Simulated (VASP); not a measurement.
# InSe in VASP: further runs

Runs on InSe. Level: PBE+D3(BJ). Tasks: single point.

All numbers are computed with VASP 6.6.1; they aren't measurements. Logs are shortened: lines on timing, memory, paths and dates and some standing lists are left out, and cuts for length are marked.

### 1 The cell of the first run

The cell holds a slab with vacuum, 8 atoms: a = 4.027 Å, b = 4.027 Å, c = 28.271 Å, α = 90.00°, β = 90.00°, γ = 120.00°.

### 2 Single point, PBE+D3(BJ) (layers slid over each other)

INCAR

```
PREC     = Accurate       # precision mode
ENCUT    = 520            # plane-wave cutoff, eV
EDIFF    = 1E-6           # SCF threshold, eV
ISMEAR   = 0              # smearing method
SIGMA    = 0.05           # smearing width, eV
LREAL    = F              # projectors in reciprocal space
LASPH    = T              # aspherical terms in the spheres
NELM     = 80             # most SCF steps
ALGO     = Normal         # electronic algorithm
ISIF     = 2              # what is computed and relaxed
LWAVE    = F              # write WAVECAR
LCHARG   = F              # write CHGCAR
LDIPOL   = T            
IDIPOL   = 3            
DIPOL    = 0.5 0.5 0.405
GGA      = PE             # functional
IVDW     = 12             # dispersion correction
NBANDS   = 48             # bands
```

KPOINTS

```
Automatic mesh
0
Gamma
  9 9 1
```

POSCAR

```
InSe
1.0
    4.0266104195      0.0000000000      0.0000000000
   -2.0133052098      3.4871469144      0.0000000000
    0.0000000000      0.0000000000     28.2707101099
Se In
4 4
Direct
    0.0000000000      0.0000000000      0.1591753438
    0.0000000000      0.0000000000      0.3496677309
    0.0000000000      0.6666666667      0.4596755796
    0.0000000000      0.6666666667      0.6501679667
    0.6666666667      0.3333333333      0.2049979929
    0.6666666667      0.3333333333      0.3038451626
   -0.6666666667      0.3333333333      0.5054982288
   -0.6666666667      0.3333333333      0.6043453984
```

Potentials or basis: VASP PAW PBE potentials, release 64 (Se, In_d).

Started as:

```console
> cat potpaw_PBE.64/Se/POTCAR potpaw_PBE.64/In_d/POTCAR > POTCAR
> mpirun -np 1 vasp_std > vasp.out
```

OUTCAR:

```text
PREC = Accurate
   ENCUT = 520
   EDIFF = 1E-6
   ISMEAR = 0
   LREAL = F
   LASPH = T
   NELM = 80
   ISIF = 2
   GGA = PE
   IVDW = 12
 IVDW          = 12

 ion  position               nearest neighbor table
   1  0.000  0.000  0.159-   5 2.66   5 2.66   5 2.66
   2  0.000  0.000  0.350-   6 2.66   6 2.66   6 2.66
   3  0.000  0.667  0.460-   7 2.66   7 2.66   7 2.66
   4  0.000  0.667  0.650-   8 2.66   8 2.66   8 2.66
   5  0.667  0.333  0.205-   1 2.66   1 2.66   1 2.66   6 2.79
   6  0.667  0.333  0.304-   2 2.66   2 2.66   2 2.66   5 2.79
   7  0.333  0.333  0.505-   3 2.66   3 2.66   3 2.66   8 2.79
   8  0.333  0.333  0.604-   4 2.66   4 2.66   4 2.66   7 2.79

  LATTYP: Found a hexagonal cell.
 ALAT       =     4.0266104195
 C/A-ratio  =     7.0209697896

  Lattice vectors:

 A1 = (   4.0266104195,   0.0000000000,   0.0000000000)
 A2 = (  -2.0133052098,   3.4871469144,   0.0000000000)
 A3 = (   0.0000000000,   0.0000000000,  28.2707101099)

Analysis of symmetry for initial positions (statically):
=====================================================================
 Subroutine PRICEL returns:
 Original cell was already a primitive cell.

 Routine SETGRP: Setting up the symmetry group for a
 hexagonal supercell.

 Subroutine GETGRP returns: Found  2 space group operations
 (whereof  1 operations were pure point group operations)
 out of a pool of 24 trial point group operations.

The static configuration has the point symmetry C_1 .
 The point group associated with its full space group is S_2 .

Analysis of symmetry for dynamics (positions and initial velocities):
=====================================================================
 Subroutine PRICEL returns:
 Original cell was already a primitive cell.

 Routine SETGRP: Setting up the symmetry group for a
 hexagonal supercell.

 Subroutine GETGRP returns: Found  2 space group operations
 (whereof  1 operations were pure point group operations)
 out of a pool of 24 trial point group operations.

The dynamic configuration has the point symmetry C_1 .
 The point group associated with its full space group is S_2 .

 Subroutine INISYM returns: Found  2 space group operations
 (whereof  1 operations are pure point group operations),
 and found     1 'primitive' translations

----------------------------------------------------------------------------------------

                                     Primitive cell

[... 116 lines left out ...]
   EFERMI =   0.00;   METHOD = LEGACY
   ISMEAR =     0;   SIGMA  =   0.05  broadening in eV -4-tet -1-fermi 0-gaus
   EFERMI_NEDOS =   21; number of points for ismear=-14 and -15
   IALGO  =     38    algorithm
   IMIX   =      4    mixing-type and parameters
     AMIX     =   0.40;   BMIX     =  1.00
     AMIX_MAG =   1.60;   BMIX_MAG =  1.00
  volume/ion in A,a.u.               =      49.62       334.85
  Fermi-wavevector in a.u.,A,eV,Ry     =   0.943548  1.783047 12.113024  0.890282
  Thomas-Fermi vector in A             =   2.071266
   LORBIT       =      0    0 simple, 1 ext, 2 COOP (PROOUT), +10 PAW based schemes
   GGA     = PE    functional components
   LHFCALC =     F    Hartree Fock is set to
   AEXX    =    0.0000 exact exchange contribution
   IVDW    =    12    specifies the selected vdW correction
   LEPSILON=     F    determine dielectric tensor
   LRPA    =     F    only Hartree local field effects (RPA)
 non-spin polarized calculation
 Gauss-broadening in eV      SIGMA  =   0.05
  energy-cutoff  :      520.00
  volume of cell :      396.96
 maximum number of plane-waves:     10749
 NGX is ok and might be reduce to    30
   NGX = 15   NGY = 15   NGZ =105

 dipolmoment           0.000000      0.000000      0.000006 electrons x Angstroem

 number of electron      75.9999997 magnetization

 dipolmoment           0.000000      0.000000     -0.000027 electrons x Angstroem

 Free energy of the ion-electron system (eV)
  ---------------------------------------------------
  ext. energy  EPLUGINS =         0.00000000
  ---------------------------------------------------
  free energy    TOTEN  =       -28.32069400 eV

  energy without entropy =      -28.32069400  energy(sigma->0) =      -28.32069400

 E-fermi :   0.1726     XC(G=0):  -5.6388

 val. band max:       -0.0886396975   @ k =   0.1111   0.0000   0.0000
 cond. band min:       0.9164500365   @ k =   0.0000   0.0000   0.0000
 fundamental gap:      1.0050897339
 Fermi energy:         0.1725618062

 k-point     1 :       0.0000    0.0000    0.0000
  band No.  band energies     occupation
      1     -14.5176      2.00000
      2     -14.5173      2.00000
      3     -14.3355      2.00000
      4     -14.3353      2.00000
      5     -14.3336      2.00000
      6     -14.3334      2.00000
[... 1213 lines left out ...]
     47       4.4642      0.00000
     48       4.6061      0.00000

 [... further k-points ...]

------------------------ aborting loop because EDIFF is reached ----------------------------------------

 vacuum level on the upper side and lower side of the slab       (xc-potential included)        -0.131        -0.131

 Edisp (eV)   -2.05371

 E8    (eV) :    -0.9630

  FORCE on cell =-STRESS in cart. coord.  units (eV):
  Direction    XX          YY          ZZ          XY          YZ          ZX
  --------------------------------------------------------------------------------------
  -------------------------------------------------------------------------------------
  Total      -0.03056     0.15898     0.42434    -0.11386    -0.39476     0.22831
  in kB      -0.12333     0.64167     1.71270    -0.45957    -1.59328     0.92148
  external pressure =        0.74 kB  Pullay stress =        0.00 kB

 VOLUME and BASIS-vectors are now :
 -----------------------------------------------------------------------------
  energy-cutoff  :      520.00
  volume of cell :      396.96
      direct lattice vectors                 reciprocal lattice vectors
     4.026610419  0.000000000  0.000000000     0.248347840  0.143383692  0.000000000
    -2.013305210  3.487146914  0.000000000     0.000000000  0.286767384  0.000000000
     0.000000000  0.000000000 28.270710110     0.000000000  0.000000000  0.035372299

 POSITION                                       TOTAL-FORCE (eV/Angst)
 -----------------------------------------------------------------------------------
      0.00000      0.00000      4.50000        -0.002161      0.002266     -0.010172
      0.00000      0.00000      9.88536        -0.073277      0.100100     -0.090345
     -1.34220      2.32476     12.99536         0.073277     -0.100100      0.090345
     -1.34220      2.32476     18.38071         0.002161     -0.002266      0.010172
      2.01331      1.16238      5.79544        -0.005480      0.006064      0.006886
      2.01331      1.16238      8.58992         0.015847     -0.002606     -0.025313
      0.67110      1.16238     14.29079        -0.015847      0.002606      0.025313
      0.67110      1.16238     17.08527         0.005480     -0.006064     -0.006886
 -----------------------------------------------------------------------------------
    total drift:                                0.000000      0.000001     -0.003410

  FREE ENERGIE OF THE ION-ELECTRON SYSTEM (eV)
  ---------------------------------------------------
  free  energy   TOTEN  =       -30.3744064952 eV

  energy  without entropy=      -30.3744064952  energy(sigma->0) =      -30.37440650

 vacuum level on the upper side and lower side of the slab         5.404         5.404
```

OSZICAR:

```text
N       E                     dE             d eps       ncg     rms          rms(c)
DAV:   1     0.720966090239E+03    0.72097E+03   -0.32778E+04  4104   0.150E+03
DAV:   2     0.726709139679E+02   -0.64830E+03   -0.62922E+03  4144   0.382E+02
DAV:   3    -0.232003246096E+02   -0.95871E+02   -0.93640E+02  4824   0.176E+02
[... 15 lines left out ...]
DAV:  19    -0.283206755028E+02   -0.88337E-05   -0.12934E-07  2872   0.393E-03    0.895E-04
DAV:  20    -0.283206888631E+02   -0.13360E-04   -0.30495E-07  2848   0.369E-03    0.867E-04
DAV:  21    -0.283206908005E+02   -0.19374E-05   -0.56412E-08  2432   0.164E-03    0.564E-04
DAV:  22    -0.283206935539E+02   -0.27534E-05   -0.85829E-08  2528   0.251E-03    0.201E-04
DAV:  23    -0.283206939992E+02   -0.44525E-06   -0.17182E-08  2416   0.136E-03
   1 F= -.30374406E+02 E0= -.30374406E+02  d E =-.162477E-14
```

stdout:

```text
POSCAR found type information on POSCAR SeIn
 POSCAR found :  2 types and       8 ions
 scaLAPACK will be used
 LDA part: xc-table for (Slater+PW92), standard interpolation
 POSCAR, INCAR and KPOINTS ok, starting setup
 FFT: planning ... GRIDC
 FFT: planning ... GRID_SOFT
 FFT: planning ... GRID
 WAVECAR not read
 entering main loop
```

Run time: 15 min. Hardware: 1 thread of Intel Xeon Platinum 8488C (Sapphire Rapids), shared host; peak memory 0.83 GiB.

Results:

```yaml
Free_energy: -30.3744 eV
Largest_force: 0.153 eV/Å
Band_gap_on_the_k_mesh: 1.01 eV (least direct gap 1.07 eV)
Dispersion_energy_per_atom: -0.257 eV
```

Forces on the atoms (eV/Å):
```
Se  -0.002  0.002 -0.010
Se  -0.073  0.100 -0.090
Se   0.073 -0.100  0.090
Se   0.002 -0.002  0.010
In  -0.005  0.006  0.007
In   0.016 -0.003 -0.025
In  -0.016  0.003  0.025
In   0.005 -0.006 -0.007
```

Levels at points of the mesh, in eV from the valence-band top:
| k point | band 34 | band 35 | band 36 | band 37 | band 38 | band 39 | band 40 | band 41 | band 42 | band 43 |
| --- | --- | --- | --- | --- | --- | --- | --- | --- | --- | --- |
| (0.00, 0.00, 0.00) | -0.81 | -0.80 | -0.78 | -0.78 | -0.07 | 1.01 | 1.68 | 2.38 | 2.49 | 4.62 |

Caveat: the cell differs from its parent crystal (layers slid over each other); spin-orbit coupling is left out, which moves the levels of the heavy elements.

[end of part 1 of 2]
